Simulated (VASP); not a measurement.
Write the native input for VASP 6.6.1 that does the following.

```
Task                   : single point
Functional             : PBEsol
Potentials or basis    : VASP PAW PBE potentials, release 64 (Rh_pv)
Cutoff                 : 520 eV
k mesh                 : 16 × 16 × 16
Occupations            : gaussian, width 0.15 eV
Spin                   : no spin polarisation
Dipole correction      : no
Further INCAR settings : ALGO = Fast; EDIFF = 1e-07; NBANDS = 14
```

The structure of Rh lies in POSCAR:

```
Rh
1.0
    0.0000081854      1.8903539414      1.8903025363
    1.8903508373      0.0000089808      1.8903017434
    1.8903600702      1.8903623796     -0.0000002513
Rh
1
Direct
    0.0000000000      0.0000000000      0.0000000000
```

The input as run:

INCAR

```
SYSTEM = Rh
PREC     = Accurate       ! precision mode
ENCUT    = 520            ! plane-wave cutoff, eV
EDIFF    = 1E-7           ! SCF threshold, eV
ISMEAR   = 0              ! smearing method
SIGMA    = 0.15           ! smearing width, eV
LREAL    = .False.        ! projectors in reciprocal space
LASPH    = .True.         ! aspherical terms in the spheres
NELM     = 60             ! most SCF steps
ALGO     = Fast           ! electronic algorithm
ISIF     = 2              ! what is computed and relaxed
LWAVE    = .False.        ! write WAVECAR
LCHARG   = .True.         ! write CHGCAR
GGA      = PS             ! functional
LELF     = .True.         ! ELF
LVHAR    = .True.       
NBANDS   = 14             ! bands
```

KPOINTS

```
Automatic mesh
0
Gamma
  16 16 16
  0 0 0
```

Potentials or basis: VASP PAW PBE potentials, release 64 (Rh_pv).

Command:

```bash
$ cat potpaw_PBE.64/Rh_pv/POTCAR > POTCAR
$ mpirun -np 1 vasp_std > vasp.out
```

It gave:

```yaml
Pressure: -0.1 GPa
Band_gap_on_the_k_mesh: zero (an odd number of electrons rules out a gap without spin polarisation)
```

Caveat: the PAW data sets were made with another functional, which shifts forces and pressure a little.

It took 110 s on 1 thread of Intel(R) Xeon(R) Platinum 8488C (Sapphire Rapids) (shared host), peak memory 0.29 GiB.
